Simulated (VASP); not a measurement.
Input of a VASP 6.6.1 run:

Contents of INCAR:

```
ALGO = Normal
EDIFF = 1E-8
ENCUT = 520
GGA = PS
ISIF = 2
ISMEAR = -1
LASPH = T
LCHARG = F
LEFG = T
LREAL = F
LWAVE = F
NBANDS = 10
NELM = 60
PREC = Accurate
SIGMA = 0.05
```

Contents of KPOINTS:

```
k-points
0
Gamma
  12 12 12
```

File POSCAR:

```
Na
1.0
   -2.1315235875      2.1315235875      2.1315235875
    2.1315235875     -2.1315235875      2.1315235875
    2.1315235875      2.1315235875     -2.1315235875
Na
1
Direct
    0.0000000000      0.0000000000      0.0000000000
```

Potentials or basis: VASP PAW PBE potentials, release 64 (Na_pv).

Run with:

```bash
$ cat potpaw_PBE.64/Na_pv/POTCAR > POTCAR
$ mpirun -np 1 vasp_std > vasp.out
```

Task: Predict the pressure.

Result: -0.5 GPa.

Caveat: without QUAD_EFG the Cq values of the log hold for a quadrupole moment of 1 mb, not for the nuclei; the PAW data sets were made with another functional, which shifts forces and pressure a little.
